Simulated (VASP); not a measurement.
# TaN (P-62m) in VASP: further runs

The runs below take TaN through single point, with PBEsol, LDA, r2SCAN.

Everything below comes from runs of VASP 6.6.1. Logs are shortened: lines on timing, memory, paths and dates and some standing lists are left out, and cuts for length are marked.

## (1) The cell of the first run

The structure is hexagonal, space group P-62m (No. 189). Conventional cell: a = 5.180 Å, b = 5.180 Å, c = 2.894 Å, α = 90.00°, β = 90.00°, γ = 120.00°. Ta (site symmetry -6) has 6 N at 2.15 Å and 5 Ta at 2.89 to 2.99 Å within 3.0 Å. Ta (site symmetry -62m) has 3 N at 2.04 Å within 2.7 Å. N (site symmetry m2m) has 5 Ta at 2.04 to 2.15 Å and 6 N at 2.76 to 2.89 Å within 2.9 Å.

## (2) Single point, PBEsol

INCAR reads:

```
SYSTEM = TaN
ALGO = Normal
EDIFF = 1E-6
ENCUT = 700
GGA = PS
GGA_COMPAT = .False.
ISIF = 2
ISMEAR = -1
LASPH = .True.
LCHARG = .False.
LREAL = .False.
LWAVE = .False.
NBANDS = 36
NELM = 120
PREC = Accurate
SIGMA = 0.1
```

KPOINTS reads:

```
k-points
0
Gamma
  7 7 11
  0 0 0
```

POSCAR reads:

```
TaN
1.0
    5.1801748312      0.0000000000      0.0000000000
   -2.5900874156      4.4861629998      0.0000000000
    0.0000000000      0.0000000000      2.8938939572
Ta N
3 3
Direct
    0.3333333333      0.6666666667      0.5000000000
    0.6666666667      0.3333333333      0.5000000000
    0.0000000000      0.0000000000      0.0000000000
    0.3933382534      0.0000000000      0.0000000000
    0.6066617466      0.6066617466      0.0000000000
    0.0000000000      0.3933382534      0.0000000000
```

Potentials or basis: VASP PAW PBE potentials, release 64 (Ta_sv_GW, N).

Started as:

```bash
$ cat potpaw_PBE.64/Ta_sv_GW/POTCAR potpaw_PBE.64/N/POTCAR > POTCAR
$ mpirun -np 1 vasp_std > vasp.out
```

OUTCAR:

```text
SYSTEM = TaN
   EDIFF = 1E-6
   ENCUT = 700
   GGA = PS
   ISIF = 2
   ISMEAR = -1
   LASPH = .True.
   LREAL = .False.
   NELM = 120
   PREC = Accurate

 ion  position               nearest neighbor table
   1  0.333  0.667  0.500-   4 2.15   4 2.15   6 2.15   6 2.15   5 2.15   5 2.15   2 2.99   2 2.99
                             2 2.99
   2  0.667  0.333  0.500-   6 2.15   6 2.15   4 2.15   4 2.15   5 2.15   5 2.15   1 2.99   1 2.99
                             1 2.99
   3  0.000  0.000  0.000-   5 2.04   6 2.04   4 2.04
   4  0.393  0.000  0.000-   3 2.04   1 2.15   1 2.15   2 2.15   2 2.15
   5  0.607  0.607  0.000-   3 2.04   2 2.15   2 2.15   1 2.15   1 2.15
   6  0.000  0.393  0.000-   3 2.04   2 2.15   2 2.15   1 2.15   1 2.15

  LATTYP: Found a hexagonal cell.
 ALAT       =     5.1801748312
 C/A-ratio  =     0.5586479321

  Lattice vectors:

 A1 = (   5.1801748312,   0.0000000000,   0.0000000000)
 A2 = (  -2.5900874156,   4.4861629998,   0.0000000000)
 A3 = (   0.0000000000,   0.0000000000,   2.8938939572)

Analysis of symmetry for initial positions (statically):
=====================================================================
 Subroutine PRICEL returns:
 Original cell was already a primitive cell.

 Routine SETGRP: Setting up the symmetry group for a
 hexagonal supercell.

 Subroutine GETGRP returns: Found 12 space group operations
 (whereof 12 operations were pure point group operations)
 out of a pool of 24 trial point group operations.

The static configuration has the point symmetry D_3h.

Analysis of symmetry for dynamics (positions and initial velocities):
=====================================================================
 Subroutine PRICEL returns:
 Original cell was already a primitive cell.

 Routine SETGRP: Setting up the symmetry group for a
 hexagonal supercell.

 Subroutine GETGRP returns: Found 12 space group operations
 (whereof 12 operations were pure point group operations)
 out of a pool of 24 trial point group operations.

The dynamic configuration has the point symmetry D_3h.

 Subroutine INISYM returns: Found 12 space group operations
 (whereof 12 operations are pure point group operations),
 and found     1 'primitive' translations

----------------------------------------------------------------------------------------

                                     Primitive cell

  volume of cell :      67.2515

  direct lattice vectors                    reciprocal lattice vectors
     5.180174831  0.000000000  0.000000000     0.193043678  0.111453819  0.000000000
    -2.590087416  4.486163000  0.000000000     0.000000000  0.222907638  0.000000000
     0.000000000  0.000000000  2.893893957     0.000000000  0.000000000  0.345555164

  length of vectors
     5.180174831  5.180174831  2.893893957     0.222907638  0.222907638  0.345555164

  position of ions in fractional coordinates (direct lattice)
     0.333333333  0.666666667  0.500000000
     0.666666667  0.333333333  0.500000000
     0.000000000  0.000000000  0.000000000
     0.393338253  0.000000000  0.000000000
     0.606661747  0.606661747  0.000000000
     0.000000000  0.393338253  0.000000000

  ion indices of the primitive-cell ions
   primitive index   ion index
                 1           1
                 2           2
                 3           3
                 4           4
                 5           5
                 6           6

----------------------------------------------------------------------------------------

 KPOINTS: k-points

Automatic generation of k-mesh.
 Grid dimensions read from file:
 generate k-points for:    7    7   11

 Generating k-lattice:

  Cartesian coordinates                     Fractional coordinates (reciprocal lattice)
     0.027577668  0.015921974  0.000000000     0.142857143  0.000000000  0.000000000
     0.000000000  0.031843948  0.000000000     0.000000000  0.142857143  0.000000000
     0.000000000  0.000000000  0.031414106     0.000000000  0.000000000  0.090909091

  Length of vectors
     0.031843948  0.031843948  0.031414106

  Shift w.r.t. Gamma in fractional coordinates (k-lattice)
     0.000000000  0.000000000  0.000000000

 Subroutine IBZKPT returns following result:
 ===========================================

 Found     48 irreducible k-points:

 Following reciprocal coordinates:
            Coordinates               Weight
  0.000000  0.000000  0.000000      1.000000
  0.142857  0.000000  0.000000      6.000000
  0.285714  0.000000  0.000000      6.000000
  0.428571  0.000000  0.000000      6.000000
  0.142857  0.142857  0.000000      6.000000
  0.285714  0.142857  0.000000     12.000000
[... 16 lines left out ...]
  0.428571  0.142857  0.181818     12.000000
  0.285714  0.285714  0.181818     12.000000
 [... further k-points ...]
   k-points           NKPTS =     48   k-points in BZ     NKDIM =     48   number of bands    NBANDS=     36
   number of dos      NEDOS =    301   number of ions     NIONS =      6
   total plane-waves  NPLWV =  64512
   dimension x,y,z NGX =    48 NGY =   48 NGZ =   28
   dimension x,y,z NGXF=    96 NGYF=   96 NGZF=   56
   ions per type =               3   3
   NGX,Y,Z   is equivalent  to a cutoff of  15.40, 15.40, 16.09 a.u.
   NGXF,Y,Z  is equivalent  to a cutoff of  30.81, 30.81, 32.17 a.u.
 SYSTEM =  TaN
   PREC   = accura    normal or accurate (medium, high low for compatibility)
   ISTART =      0    job   : 0-new  1-cont  2-samecut
   ICHARG =      2    charge: 1-file 2-atom 10-const
   ISPIN  =      1    spin polarized calculation?
   LNONCOLLINEAR =      F non collinear calculations
   LSORBIT =      F    spin-orbit coupling
   LASPH  =      T    aspherical Exc in radial PAW
   ENCUT  =  700.0 eV  51.45 Ry    7.17 a.u.  11.18 11.18  6.24*2*pi/ulx,y,z
   NELM   =    120;   NELMIN=  2; NELMDL= -5     # of ELM steps
   EDIFF  = 0.1E-05   stopping-criterion for ELM
   LREAL  =      F    real-space projection
   EDIFFG = 0.1E-04   stopping-criterion for IOM
   NSW    =      0    number of steps for IOM
   IBRION =     -1    ionic relax: 0-MD 1-quasi-New 2-CG
   NFREE  =      0    steps in history (QN), initial steepest desc. (CG)
   ISIF   =      2    stress and relaxation
   ISYM   =      2    0-nonsym 1-usesym 2-fastsym
   POTIM  = 0.5000    time-step for ionic-motion
   TEBEG  =    0.0;   TEEND  =   0.0 temperature during run
   PSTRESS=    0.0 pullay stress
   NELECT =      54.0000    total number of electrons
   NUPDOWN=      -1.0000    fix difference up-down
   EMIN   =  10.00;   EMAX   =-10.00  energy-range for DOS
   EFERMI =   0.00;   METHOD = LEGACY
   ISMEAR =    -1;   SIGMA  =   0.10  broadening in eV -4-tet -1-fermi 0-gaus
   EFERMI_NEDOS =   21; number of points for ismear=-14 and -15
   IALGO  =     38    algorithm
   IMIX   =      4    mixing-type and parameters
     AMIX     =   0.40;   BMIX     =  1.00
     AMIX_MAG =   1.60;   BMIX_MAG =  1.00
  volume/ion in A,a.u.               =      11.21        75.64
  Fermi-wavevector in a.u.,A,eV,Ry     =   1.521617  2.875439 31.501824  2.315319
  Thomas-Fermi vector in A             =   2.630308
   LORBIT       =      0    0 simple, 1 ext, 2 COOP (PROOUT), +10 PAW based schemes
   GGA     = PS    functional components
   LHFCALC =     F    Hartree Fock is set to
   AEXX    =    0.0000 exact exchange contribution
   IVDW    =     0    specifies the selected vdW correction
   LEPSILON=     F    determine dielectric tensor
   LRPA    =     F    only Hartree local field effects (RPA)
 non-spin polarized calculation
  energy-cutoff  :      700.00
  volume of cell :       67.25
 maximum number of plane-waves:      2857
 NGX is ok and might be reduce to    48
   NGX = 23   NGY = 23   NGZ = 13

 number of electron      53.9999998 magnetization

 Free energy of the ion-electron system (eV)
  ---------------------------------------------------
  ext. energy  EPLUGINS =         0.00000000
  ---------------------------------------------------
  free energy    TOTEN  =       -79.09433151 eV

  energy without entropy =      -79.07356985  energy(sigma->0) =      -79.08395068

 E-fermi :  12.3572     XC(G=0): -13.5735

 val. band max:       12.2508552209   @ k =   0.2857   0.0000   0.4545
 cond. band min:      12.3585031183   @ k =   0.1429   0.1429   0.4545
 fundamental gap:      0.1076478973
 Fermi energy:        12.3572286758

 k-point     1 :       0.0000    0.0000    0.0000
  band No.  band energies     occupation
      1     -57.0327      2.00000
      2     -56.9856      2.00000
      3     -56.4099      2.00000
      4     -23.8129      2.00000
      5     -23.8129      2.00000
      6     -23.4504      2.00000
[... 28 lines left out ...]
     35      15.5849      0.00000
     36      15.5849      0.00000

 k-point     2 :       0.1429    0.0000    0.0000
  band No.  band energies     occupation
      1     -57.0306      2.00000
      2     -56.9876      2.00000
      3     -56.4099      2.00000
      4     -23.8318      2.00000
      5     -23.8087      2.00000
      6     -23.4315      2.00000
[... 28 lines left out ...]
     35      15.5105      0.00000
     36      15.7402      0.00000

 k-point     3 :       0.2857    0.0000    0.0000
  band No.  band energies     occupation
      1     -57.0249      2.00000
      2     -56.9932      2.00000
      3     -56.4101      2.00000
      4     -23.8681      2.00000
      5     -23.7775      2.00000
      6     -23.4290      2.00000
[... 28 lines left out ...]
     35      16.1135      0.00000
     36      16.2936      0.00000
[... 742 lines left out ...]
 k-point    23 :       0.4286    0.1429    0.1818
  band No.  band energies     occupation
      1     -57.0012      2.00000
      2     -56.9889      2.00000
      3     -56.3979      2.00000
      4     -23.8281      2.00000
      5     -23.6576      2.00000
      6     -23.5410      2.00000
[... 28 lines left out ...]
     35      15.9707      0.00000
     36      16.8859      0.00000

 k-point    24 :       0.2857    0.2857    0.1818
  band No.  band energies     occupation
      1     -56.9994      2.00000
      2     -56.9908      2.00000
      3     -56.3980      2.00000
      4     -23.8172      2.00000
      5     -23.6493      2.00000
      6     -23.5581      2.00000
[... 28 lines left out ...]
     35      15.8027      0.00000
     36      16.9350      0.00000

 [... further k-points ...]
[... 5 lines left out ...]
  --------------------------------------------------------------------------------------
  -------------------------------------------------------------------------------------
  Total        0.0859957      0.0859957      0.0594058      0.0000000     -0.0000000      0.0000000
  in kB        2.0487317      2.0487317      1.4152625      0.0000000     -0.0000000      0.0000000
  external PRESSURE =       1.8375753 kB  Pullay stress =       0.0000000 kB

 VOLUME and BASIS-vectors are now :
 -----------------------------------------------------------------------------
  energy-cutoff  :      700.00
  volume of cell :       67.25
      direct lattice vectors                 reciprocal lattice vectors
     5.180174831  0.000000000  0.000000000     0.193043678  0.111453819  0.000000000
    -2.590087416  4.486163000  0.000000000     0.000000000  0.222907638  0.000000000
     0.000000000  0.000000000  2.893893957     0.000000000  0.000000000  0.345555164

 POSITION                                       TOTAL-FORCE (eV/Angst)
 -----------------------------------------------------------------------------------
     -0.00000      2.99078      1.44695        -0.000000      0.000000      0.000000
      2.59009      1.49539      1.44695        -0.000000      0.000000      0.000000
      0.00000      0.00000      0.00000        -0.000000      0.000000      0.000000
      2.03756      0.00000      0.00000         0.001165      0.000000     -0.000000
      1.57131      2.72158      0.00000        -0.000582     -0.001009     -0.000000
     -1.01878      1.76458      0.00000        -0.000582      0.001009      0.000000
 -----------------------------------------------------------------------------------
    total drift:                               -0.000000     -0.000000      0.000000

  FREE ENERGIE OF THE ION-ELECTRON SYSTEM (eV)
  ---------------------------------------------------
  free  energy   TOTEN  =       -79.0943315131 eV

  energy  without entropy=      -79.0735698517  energy(sigma->0) =      -79.08395068
```

Run time: 5 min. Hardware: 1 thread of Intel Xeon Platinum 8259CL at 2.50GHz (Skylake/Cascade Lake), shared host; peak memory 0.34 GiB.

What came out:

```yaml
Free_energy: -79.0943 eV
Pressure: 0.2 GPa
Band_gap_on_the_k_mesh: zero (bands 27 and 28 overlap by 3.21 eV)
```

Caveat: the PAW data sets were made with another functional, which shifts forces and pressure a little; spin-orbit coupling is left out, which moves the levels of the heavy elements.

## (3) Single point, LDA

This run uses another cell than the first one, of 11.00 Å³/atom.

INCAR reads:

```
PREC     = Accurate       # precision mode
ENCUT    = 700            # plane-wave cutoff, eV
EDIFF    = 1E-6           # SCF threshold, eV
ISMEAR   = -1             # smearing method
SIGMA    = 0.1            # smearing width, eV
LREAL    = F              # projectors in reciprocal space
LASPH    = T              # aspherical terms in the spheres
NELM     = 120            # most SCF steps
ALGO     = Normal         # electronic algorithm
ISIF     = 2              # what is computed and relaxed
LWAVE    = F              # write WAVECAR
LCHARG   = T              # write CHGCAR
LELF     = T              # ELF
LVHAR    = T            
NBANDS   = 36             # bands
GGA_COMPAT= F
```

KPOINTS reads:

```
Automatic mesh
0
Gamma
  7 7 11
```

POSCAR reads:

```
TaN
1.0
    5.1498353007      0.0000000000      0.0000000000
   -2.5749176503      4.4598881957      0.0000000000
    0.0000000000      0.0000000000      2.8742424783
Ta N
3 3
Direct
    0.3333333333      0.6666666667      0.5000000000
    0.6666666667      0.3333333333      0.5000000000
    0.0000000000      0.0000000000      0.0000000000
    0.3934170078      0.0000000000      0.0000000000
    0.6065829922      0.6065829922      0.0000000000
    0.0000000000      0.3934170078      0.0000000000
```

Potentials or basis: VASP PAW LDA potentials, release 64 (Ta_sv_GW, N).

Started as:

```bash
$ cat potpaw_LDA.64/Ta_sv_GW/POTCAR potpaw_LDA.64/N/POTCAR > POTCAR
$ mpirun -np 1 vasp_std > vasp.out
```

OUTCAR:

```text
PREC = Accurate
   ENCUT = 700
   EDIFF = 1E-6
   ISMEAR = -1
   LREAL = F
   LASPH = T
   NELM = 120
   ISIF = 2

 ion  position               nearest neighbor table
   1  0.333  0.667  0.500-   4 2.14   4 2.14   6 2.14   6 2.14   5 2.14   5 2.14   2 2.97   2 2.97
                             2 2.97   3 3.30   3 3.30   3 3.30   3 3.30   3 3.30   3 3.30
   2  0.667  0.333  0.500-   6 2.14   6 2.14   4 2.14   4 2.14   5 2.14   5 2.14   1 2.97   1 2.97
                             1 2.97   3 3.30   3 3.30   3 3.30   3 3.30   3 3.30   3 3.30
   3  0.000  0.000  0.000-   6 2.03   4 2.03   5 2.03   2 3.30   1 3.30   1 3.30   2 3.30   1 3.30
                             1 3.30   2 3.30   2 3.30   2 3.30   2 3.30   1 3.30   1 3.30
   4  0.393  0.000  0.000-   3 2.03   1 2.14   1 2.14   2 2.14   2 2.14
   5  0.607  0.607  0.000-   3 2.03   2 2.14   2 2.14   1 2.14   1 2.14
[... 1146 lines left out ...]
  in kB       11.3436085     11.3436085     11.6091624      0.0000000     -0.0000000      0.0000000
  external PRESSURE =      11.4321265 kB  Pullay stress =       0.0000000 kB

 VOLUME and BASIS-vectors are now :
 -----------------------------------------------------------------------------
  energy-cutoff  :      700.00
  volume of cell :       66.01
      direct lattice vectors                 reciprocal lattice vectors
     5.149835301  0.000000000  0.000000000     0.194180967  0.112110434  0.000000000
    -2.574917650  4.459888196  0.000000000     0.000000000  0.224220867  0.000000000
     0.000000000  0.000000000  2.874242478     0.000000000  0.000000000  0.347917758

 POSITION                                       TOTAL-FORCE (eV/Angst)
 -----------------------------------------------------------------------------------
     -0.00000      2.97326      1.43712         0.000000      0.000000      0.000000
      2.57492      1.48663      1.43712         0.000000     -0.000000      0.000000
      0.00000      0.00000      0.00000         0.000000     -0.000000      0.000000
      2.02603      0.00000      0.00000         0.010360      0.000000      0.000000
      1.56190      2.70529      0.00000        -0.005180     -0.008972      0.000000
     -1.01302      1.75460      0.00000        -0.005180      0.008972      0.000000
 -----------------------------------------------------------------------------------
    total drift:                               -0.000000     -0.000000      0.000000

  FREE ENERGIE OF THE ION-ELECTRON SYSTEM (eV)
  ---------------------------------------------------
  free  energy   TOTEN  =       -81.7044280372 eV

  energy  without entropy=      -81.6837134562  energy(sigma->0) =      -81.69407075
```

OSZICAR:

```text
N       E                     dE             d eps       ncg     rms          rms(c)
DAV:   1     0.521022615811E+03    0.52102E+03   -0.39502E+04  3456   0.194E+03
DAV:   2    -0.568149079474E+02   -0.57784E+03   -0.56438E+03  4360   0.436E+02
DAV:   3    -0.940935479209E+02   -0.37279E+02   -0.37035E+02  4592   0.109E+02
[... 10 lines left out ...]
DAV:  14    -0.817044547464E+02   -0.50196E-04   -0.15452E-03  4184   0.234E-01    0.381E+00
DAV:  15    -0.817045515479E+02   -0.96801E-04   -0.17303E-04  4344   0.980E-02    0.404E+00
DAV:  16    -0.817044280559E+02    0.12349E-03   -0.56574E-04  4156   0.120E-01    0.355E-01
DAV:  17    -0.817044307471E+02   -0.26912E-05   -0.28780E-05  4520   0.260E-02    0.554E-01
DAV:  18    -0.817044282786E+02    0.24685E-05   -0.18585E-05  4016   0.227E-02    0.121E-01
DAV:  19    -0.817044280372E+02    0.24131E-06   -0.25452E-06  3032   0.786E-03
   1 F= -.81704428E+02 E0= -.81694071E+02  d E =-.207146E-01
```

stdout:

```text
POSCAR found type information on POSCAR TaN
 POSCAR found :  2 types and       6 ions
 scaLAPACK will be used
 LDA part: xc-table for (Slater(with rela. corr.)+CA(PZ))
 , standard interpolation
 POSCAR, INCAR and KPOINTS ok, starting setup
 FFT: planning ... GRIDC
 FFT: planning ... GRID_SOFT
 FFT: planning ... GRID
 WAVECAR not read
 entering main loop
```

Run time: 3.2 min. Hardware: 1 thread of Intel Xeon Platinum 8488C (Sapphire Rapids), shared host; peak memory 0.3 GiB.

Results:

```yaml
Free_energy: -81.7044 eV
Pressure: 1.1 GPa
Largest_force: 0.010 eV/Å
Band_gap_on_the_k_mesh: zero (bands 27 and 28 overlap by 3.29 eV)
```

Forces in eV/Å, atoms in the order of the input:
```
Ta   0.000  0.000  0.000
Ta   0.000  0.000  0.000
Ta   0.000  0.000  0.000
N    0.010  0.000  0.000
N   -0.005 -0.009  0.000
N   -0.005  0.009  0.000
```

Caveat: spin-orbit coupling is left out, which moves the levels of the heavy elements.

[end of part 1 of 2]

The gap in the log of VASP goes by the Fermi energy; the results here count the filled bands.